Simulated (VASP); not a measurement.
# Pt (Im-3m) in VASP: a series of runs

Pt is run at these levels: PBEsol+D3(BJ); tasks: single point.

Everything below comes from runs of VASP 6.6.1. Logs are shortened: lines on timing, memory, paths and dates and some standing lists are left out, and cuts for length are marked.

**1. The cell of the first run**

It takes space group Im-3m (No. 229, cubic). The conventional cell has a = 3.168 Å, b = 3.168 Å, c = 3.168 Å, α = 90.00°, β = 90.00°, γ = 90.00°. Pt (site symmetry m-3m) has 14 Pt at 2.74 to 3.17 Å within 3.6 Å.

**2. Single point, PBEsol+D3(BJ)**

Contents of INCAR:

```
SYSTEM = Pt
  PREC = Accurate
  ENCUT = 520
  EDIFF = 1E-6
  ISMEAR = -1
  SIGMA = 0.1
  LREAL = .FALSE.
  LASPH = .TRUE.
  NELM = 100
  ALGO = Normal
  ISIF = 2
  LWAVE = .FALSE.
  LCHARG = .TRUE.
  GGA = PS
  IVDW = 12
  LELF = .TRUE.
  LVHAR = .TRUE.
  NBANDS = 11
```

Contents of KPOINTS:

```
Automatic mesh
0
G
  13 13 13
  0 0 0
```

Contents of POSCAR:

```
Pt
1.0
   -1.5842200000      1.5842200000      1.5842200000
    1.5842200000     -1.5842200000      1.5842200000
    1.5842200000      1.5842200000     -1.5842200000
Pt
1
Direct
    0.0000000000      0.0000000000      0.0000000000
```

Potentials or basis: VASP PAW PBE potentials, release 64 (Pt).

Started as:

```
> cat potpaw_PBE.64/Pt/POTCAR > POTCAR
> mpirun -np 1 vasp_std > vasp.out
```

OUTCAR:

```text
SYSTEM = Pt
   PREC = Accurate
   ENCUT = 520
   EDIFF = 1E-6
   ISMEAR = -1
   LREAL = .FALSE.
   LASPH = .TRUE.
   NELM = 100
   ISIF = 2
   GGA = PS
   IVDW = 12
 IVDW          = 12

 ion  position               nearest neighbor table
   1  0.000  0.000  0.000-

  LATTYP: Found a body centered cubic cell.
 ALAT       =     3.1684400000

  Lattice vectors:

 A1 = (  -1.5842200000,   1.5842200000,   1.5842200000)
 A2 = (   1.5842200000,  -1.5842200000,   1.5842200000)
 A3 = (   1.5842200000,   1.5842200000,  -1.5842200000)

Analysis of symmetry for initial positions (statically):
=====================================================================
 Subroutine PRICEL returns:
 Original cell was already a primitive cell.

 Routine SETGRP: Setting up the symmetry group for a
 body centered cubic supercell.

 Subroutine GETGRP returns: Found 48 space group operations
 (whereof 48 operations were pure point group operations)
 out of a pool of 48 trial point group operations.

The static configuration has the point symmetry O_h .

Analysis of symmetry for dynamics (positions and initial velocities):
=====================================================================
 Subroutine PRICEL returns:
 Original cell was already a primitive cell.

 Routine SETGRP: Setting up the symmetry group for a
 body centered cubic supercell.

 Subroutine GETGRP returns: Found 48 space group operations
 (whereof 48 operations were pure point group operations)
 out of a pool of 48 trial point group operations.

The dynamic configuration has the point symmetry O_h .

 Subroutine INISYM returns: Found 48 space group operations
 (whereof 48 operations are pure point group operations),
 and found     1 'primitive' translations

----------------------------------------------------------------------------------------

                                     Primitive cell

  volume of cell :      15.9040

  direct lattice vectors                    reciprocal lattice vectors
    -1.584220000  1.584220000  1.584220000     0.000000000  0.315612731  0.315612731
     1.584220000 -1.584220000  1.584220000     0.315612731  0.000000000  0.315612731
     1.584220000  1.584220000 -1.584220000     0.315612731  0.315612731  0.000000000

  length of vectors
     2.743949530  2.743949530  2.743949530     0.446343804  0.446343804  0.446343804

  position of ions in fractional coordinates (direct lattice)
     0.000000000  0.000000000  0.000000000

  ion indices of the primitive-cell ions
   primitive index   ion index
                 1           1

----------------------------------------------------------------------------------------

 KPOINTS: Automatic mesh

Automatic generation of k-mesh.
 Grid dimensions read from file:
 generate k-points for:   13   13   13

 Generating k-lattice:

  Cartesian coordinates                     Fractional coordinates (reciprocal lattice)
     0.000000000  0.024277902  0.024277902     0.076923077  0.000000000  0.000000000
     0.024277902  0.000000000  0.024277902     0.000000000  0.076923077  0.000000000
     0.024277902  0.024277902  0.000000000     0.000000000  0.000000000  0.076923077

  Length of vectors
     0.034334139  0.034334139  0.034334139

  Shift w.r.t. Gamma in fractional coordinates (k-lattice)
     0.000000000  0.000000000  0.000000000

 Subroutine IBZKPT returns following result:
 ===========================================

 Found     84 irreducible k-points:

 Following reciprocal coordinates:
            Coordinates               Weight
  0.000000  0.000000  0.000000      1.000000
  0.076923  0.000000  0.000000     12.000000
  0.153846  0.000000  0.000000     12.000000
  0.230769  0.000000  0.000000     12.000000
  0.307692  0.000000  0.000000     12.000000
  0.384615  0.000000  0.000000     12.000000
[... 16 lines left out ...]
  0.153846  0.076923  0.076923     24.000000
  0.230769  0.076923  0.076923     24.000000
 [... further k-points ...]
   k-points           NKPTS =     84   k-points in BZ     NKDIM =     84   number of bands    NBANDS=     11
   number of dos      NEDOS =    301   number of ions     NIONS =      1
   total plane-waves  NPLWV =   8000
   dimension x,y,z NGX =    20 NGY =   20 NGZ =   20
   dimension x,y,z NGXF=    40 NGYF=   40 NGZF=   40
   ions per type =               1
   NGX,Y,Z   is equivalent  to a cutoff of  12.12, 12.12, 12.12 a.u.
   NGXF,Y,Z  is equivalent  to a cutoff of  24.23, 24.23, 24.23 a.u.
 SYSTEM =  Pt
   PREC   = accura    normal or accurate (medium, high low for compatibility)
   ISTART =      0    job   : 0-new  1-cont  2-samecut
   ICHARG =      2    charge: 1-file 2-atom 10-const
   ISPIN  =      1    spin polarized calculation?
   LNONCOLLINEAR =      F non collinear calculations
   LSORBIT =      F    spin-orbit coupling
   LASPH  =      T    aspherical Exc in radial PAW
   ENCUT  =  520.0 eV  38.22 Ry    6.18 a.u.   5.10  5.10  5.10*2*pi/ulx,y,z
   NELM   =    100;   NELMIN=  2; NELMDL= -5     # of ELM steps
   EDIFF  = 0.1E-05   stopping-criterion for ELM
   LREAL  =      F    real-space projection
   EDIFFG = 0.1E-04   stopping-criterion for IOM
   NSW    =      0    number of steps for IOM
   IBRION =     -1    ionic relax: 0-MD 1-quasi-New 2-CG
   NFREE  =      0    steps in history (QN), initial steepest desc. (CG)
   ISIF   =      2    stress and relaxation
   ISYM   =      2    0-nonsym 1-usesym 2-fastsym
   POTIM  = 0.5000    time-step for ionic-motion
   TEBEG  =    0.0;   TEEND  =   0.0 temperature during run
   PSTRESS=    0.0 pullay stress
   NELECT =      10.0000    total number of electrons
   NUPDOWN=      -1.0000    fix difference up-down
   EMIN   =  10.00;   EMAX   =-10.00  energy-range for DOS
   EFERMI =   0.00;   METHOD = LEGACY
   ISMEAR =    -1;   SIGMA  =   0.10  broadening in eV -4-tet -1-fermi 0-gaus
   EFERMI_NEDOS =   21; number of points for ismear=-14 and -15
   IALGO  =     38    algorithm
   IMIX   =      4    mixing-type and parameters
     AMIX     =   0.40;   BMIX     =  1.00
     AMIX_MAG =   1.60;   BMIX_MAG =  1.00
  volume/ion in A,a.u.               =      15.90       107.33
  Fermi-wavevector in a.u.,A,eV,Ry     =   1.402510  2.650360 26.763132  1.967035
  Thomas-Fermi vector in A             =   2.525265
   LORBIT       =      0    0 simple, 1 ext, 2 COOP (PROOUT), +10 PAW based schemes
   GGA     = PS    functional components
   LHFCALC =     F    Hartree Fock is set to
   AEXX    =    0.0000 exact exchange contribution
   IVDW    =    12    specifies the selected vdW correction
   LEPSILON=     F    determine dielectric tensor
   LRPA    =     F    only Hartree local field effects (RPA)
 non-spin polarized calculation
  energy-cutoff  :      520.00
  volume of cell :       15.90
 maximum number of plane-waves:       442
   NGX = 11   NGY = 11   NGZ = 11

 number of electron      10.0000000 magnetization

 Free energy of the ion-electron system (eV)
  ---------------------------------------------------
  ext. energy  EPLUGINS =         0.00000000
  ---------------------------------------------------
  free energy    TOTEN  =        -6.83671452 eV

  energy without entropy =       -6.79849187  energy(sigma->0) =       -6.81760320

 E-fermi :   9.9495     XC(G=0): -13.3088

 val. band max:        9.9108050814   @ k =  -0.3846  -0.4615   0.1538
 cond. band min:       9.9549441882   @ k =  -0.3846  -0.4615   0.2308
 fundamental gap:      0.0441391068
 Fermi energy:         9.9494619685

 k-point     1 :       0.0000    0.0000    0.0000
  band No.  band energies     occupation
      1       0.4059      2.00000
      2       6.4486      2.00000
      3       6.4486      2.00000
      4       6.4486      2.00000
      5       8.9381      1.99992
      6       8.9381      1.99992
      7      26.9880      0.00000
      8      26.9880      0.00000
      9      26.9880      0.00000
     10      36.9148      0.00000
     11      36.9154      0.00000

 k-point     2 :       0.0769    0.0000    0.0000
  band No.  band energies     occupation
      1       0.6445      2.00000
      2       6.3558      2.00000
      3       6.4478      2.00000
      4       6.6393      2.00000
      5       8.8206      1.99997
      6       8.9446      1.99991
      7      27.0903      0.00000
      8      27.1577      0.00000
      9      27.3374      0.00000
     10      34.3414      0.00000
     11      34.8273      0.00000

 k-point     3 :       0.1538    0.0000    0.0000
  band No.  band energies     occupation
      1       1.3201      2.00000
      2       6.1077      2.00000
      3       6.4256      2.00000
      4       7.1941      2.00000
      5       8.5957      2.00000
      6       8.9692      1.99989
      7      27.0063      0.00000
      8      27.0657      0.00000
      9      28.3384      0.00000
     10      32.5610      0.00000
     11      32.6559      0.00000

 k-point     4 :       0.2308    0.0000    0.0000
  band No.  band energies     occupation
      1       2.2684      2.00000
      2       5.7781      2.00000
      3       6.4377      2.00000
      4       8.0570      2.00000
      5       8.4993      2.00000
      6       9.0219      1.99981
      7      25.0271      0.00000
      8      26.2308      0.00000
      9      29.8573      0.00000
     10      32.0035      0.00000
     11      32.1760      0.00000

 k-point     5 :       0.3077    0.0000    0.0000
  band No.  band energies     occupation
      1       3.0771      2.00000
      2       5.4505      2.00000
      3       6.8850      2.00000
      4       8.6022      2.00000
      5       9.1020      1.99958
      6       9.1141      1.99953
      7      21.9264      0.00000
      8      24.9240      0.00000
      9      29.3347      0.00000
     10      31.6777      0.00000
     11      32.9163      0.00000
[... 211 lines left out ...]
 k-point    21 :       0.3077    0.3077    0.0000
  band No.  band energies     occupation
      1       4.5936      2.00000
      2       5.7820      2.00000
      3       6.3122      2.00000
      4       8.9837      1.99987
      5       9.2971      1.99707
      6      15.1528      0.00000
      7      16.7065      0.00000
      8      18.7811      0.00000
      9      26.1754      0.00000
     10      31.8200      0.00000
     11      32.7216      0.00000

 k-point    22 :       0.0769    0.0769    0.0769
  band No.  band energies     occupation
      1       1.7445      2.00000
      2       6.0502      2.00000
      3       6.0502      2.00000
      4       7.8054      2.00000
      5       8.7834      1.99998
      6       8.7834      1.99998
      7      26.9968      0.00000
      8      26.9968      0.00000
      9      28.0263      0.00000
     10      29.9066      0.00000
     11      34.3156      0.00000

 k-point    23 :       0.1538    0.0769    0.0769
  band No.  band energies     occupation
      1       2.6785      2.00000
      2       5.7085      2.00000
      3       5.9193      2.00000
      4       8.6661      1.99999
      5       8.8536      1.99997
      6       8.9485      1.99991
      7      25.1179      0.00000
      8      25.9837      0.00000
      9      27.3987      0.00000
     10      29.0758      0.00000
     11      35.1582      0.00000

 k-point    24 :       0.2308    0.0769    0.0769
  band No.  band energies     occupation
      1       3.5234      2.00000
      2       5.3993      2.00000
      3       6.1633      2.00000
      4       8.7008      1.99999
      5       9.0916      1.99962
      6      10.1251      0.29437
      7      21.8184      0.00000
      8      24.7124      0.00000
      9      26.1219      0.00000
     10      30.6367      0.00000
     11      36.0684      0.00000

 [... further k-points ...]

------------------------ aborting loop because EDIFF is reached ----------------------------------------

 Edisp (eV)   -0.71015

 E8    (eV) :    -0.4857

  FORCE on cell =-STRESS in cart. coord.  units (eV):
  Direction    XX          YY          ZZ          XY          YZ          ZX
  --------------------------------------------------------------------------------------
  -------------------------------------------------------------------------------------
  Total      -1.81797    -1.81797    -1.81797     0.00000    -0.00000     0.00000
  in kB    -183.14313  -183.14313  -183.14313     0.00000    -0.00000     0.00000
  external pressure =     -183.14 kB  Pullay stress =        0.00 kB

 VOLUME and BASIS-vectors are now :
 -----------------------------------------------------------------------------
  energy-cutoff  :      520.00
  volume of cell :       15.90
      direct lattice vectors                 reciprocal lattice vectors
    -1.584220000  1.584220000  1.584220000     0.000000000  0.315612731  0.315612731
     1.584220000 -1.584220000  1.584220000     0.315612731  0.000000000  0.315612731
     1.584220000  1.584220000 -1.584220000     0.315612731  0.315612731  0.000000000

 POSITION                                       TOTAL-FORCE (eV/Angst)
 -----------------------------------------------------------------------------------
      0.00000      0.00000      0.00000        -0.000000     -0.000000      0.000000
 -----------------------------------------------------------------------------------
    total drift:                               -0.000000     -0.000000      0.000000

  FREE ENERGIE OF THE ION-ELECTRON SYSTEM (eV)
  ---------------------------------------------------
  free  energy   TOTEN  =        -7.5468685666 eV

  energy  without entropy=       -7.5086459175  energy(sigma->0) =       -7.52775724
```

Run time: 14 s. Hardware: 1 thread of AMD EPYC 7R13 (Zen 3), shared host; peak memory 0.11 GiB.

Results:

```yaml
Free_energy: -7.5469 eV
Pressure: -18.3 GPa
Band_gap_on_the_k_mesh: zero (band 5 reaches 10.81 eV, above the bottom of band 6 at 8.78 eV)
Dispersion_energy_per_atom: -0.710 eV
```

Caveat: the PAW data sets were made with another functional, which shifts forces and pressure a little; spin-orbit coupling is left out, which moves the levels of the heavy elements; pairwise dispersion overbinds metals, which lowers pressure and volume.

**3. Single point, PBEsol+D3(BJ)**

Contents of INCAR:

```
  PREC = Accurate
  ENCUT = 520
  EDIFF = 1E-6
  ISMEAR = -1
  SIGMA = 0.1
  LREAL = False
  LASPH = True
  NELM = 60
  ALGO = Normal
  ISIF = 2
  LWAVE = False
  LCHARG = True
  GGA = PS
  IVDW = 12
  LELF = True
  LVHAR = True
  NBANDS = 11
```

Contents of KPOINTS:

```
Automatic mesh
0
Gamma
  13 13 13
```

POSCAR is that of step 2.

Potentials or basis: VASP PAW PBE potentials, release 64 (Pt).

Started as:

```
> cat potpaw_PBE.64/Pt/POTCAR > POTCAR
> mpirun -np 1 vasp_std > vasp.out
```

It used 10 s of CPU time on 1 thread of AMD EPYC 7R13 Processor (Zen 3) (shared host).

It converged, with:

```yaml
Free_energy: -7.5469 eV
Pressure: -18.3 GPa
Band_gap_on_the_k_mesh: zero (band 5 reaches 10.81 eV, above the bottom of band 6 at 8.78 eV)
Dispersion_energy_per_atom: -0.710 eV
```

Levels at points of the mesh, in eV from the Fermi level:
| k point | band 1 | band 2 | band 3 | band 4 | band 5 | band 6 | band 7 | band 8 | band 9 | band 10 |
| --- | --- | --- | --- | --- | --- | --- | --- | --- | --- | --- |
| (0.00, 0.00, 0.00) | -9.54 | -3.50 | -3.50 | -3.50 | -1.01 | -1.01 | 17.04 | 17.04 | 17.04 | 26.97 |

Caveat: the PAW data sets were made with another functional, which shifts forces and pressure a little; spin-orbit coupling is left out, which moves the levels of the heavy elements; pairwise dispersion overbinds metals, which lowers pressure and volume.
